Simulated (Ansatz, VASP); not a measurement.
One calculation of NaCl, two programs

The input INCAR:

```
ALGO     = Normal         # electronic algorithm
EDIFF    = 1E-8           # SCF threshold, eV
ENCUT    = 520            # plane-wave cutoff, eV
GGA      = PS             # functional
ISIF     = 2              # what is computed and relaxed
ISMEAR   = -1             # smearing method
LASPH    = True           # aspherical terms in the spheres
LCHARG   = False          # write CHGCAR
LEFG     = True         
LREAL    = False          # projectors in reciprocal space
LWAVE    = False          # write WAVECAR
NBANDS   = 14             # bands
NELM     = 60             # most SCF steps
PREC     = Accurate       # precision mode
SIGMA    = 0.02           # smearing width, eV
```

Contents of KPOINTS:

```
k-points
0
Gamma
  8 8 8
```

The input POSCAR:

```
NaCl
1.0
    2.8314000000      0.0000000000      0.0000000000
    0.0000000000      2.8314000000      0.0000000000
    0.0000000000      0.0000000000      2.8600000000
Na Cl
1 1
Direct
    0.0000000000      0.0000000000      0.0000000000
    0.5000000000      0.5000000000      0.5000000000
```

Input for Ansatz:

```yaml
crystal:
  lattice:
    - [2.8314, 0.0, 0.0]
    - [0.0, 2.8314, 0.0]
    - [0.0, 0.0, 2.86]
  atoms:
    - { symbol: Na, position: [0.0, 0.0, 0.0] }
    - { symbol: Cl, position: [0.5, 0.5, 0.5] }
kpoints:
  mp_grid: { grid: [8, 8, 8] }
scf:
  occupations: { method: fermi_dirac, width: 0.02 }
hamiltonian:
  xc: pbesol
  pseudopotentials: { kind: all_electron, datasets: crystal }
output:
  forces: true
  stress: true
  eigenvalues: true
  efg: { contact_densities: true }
```

Change from the starting cell: equal xx and yy strain of -1 %, crystal datasets.

Alike in both runs: task electric field gradients; functional PBEsol; k mesh 8 × 8 × 8; occupations fermi-dirac, width 0.02 eV; no spin polarisation.

```csv
,VASP,Ansatz
version,VASP 6.6.1,Ansatz 0.2.0
potentials or method,"VASP PAW PBE potentials, release 64 (Na_pv, Cl), cutoff 520 eV","all-electron PAW with datasets made for the crystal, scalar-relativistic"
```

Ansatz gave:

```
gap on the k mesh at the Fermi level (eV)                     : 4.02
pressure (GPa)                                                : 64.5
traceless stress, the component that is largest in VASP (GPa) : -1.78
size of Vzz on the site where it differs most (V/Å²)          : 5.8
```

What did VASP give for the same quantities?

gap on the k mesh at the Fermi level (eV): 4.07; pressure (GPa): 65.2; traceless stress, the component that is largest in VASP (GPa): -1.77; size of Vzz on the site where it differs most (V/Å²): 5.7.

VASP's potentials were made for PBE, not for PBEsol. Both programs put the cell under a high pressure, so it lies far from rest at this level. Ansatz ran all-electron here, and VASP with PAW potentials.

Noted on VASP's run: the cell as given lies far from equilibrium.
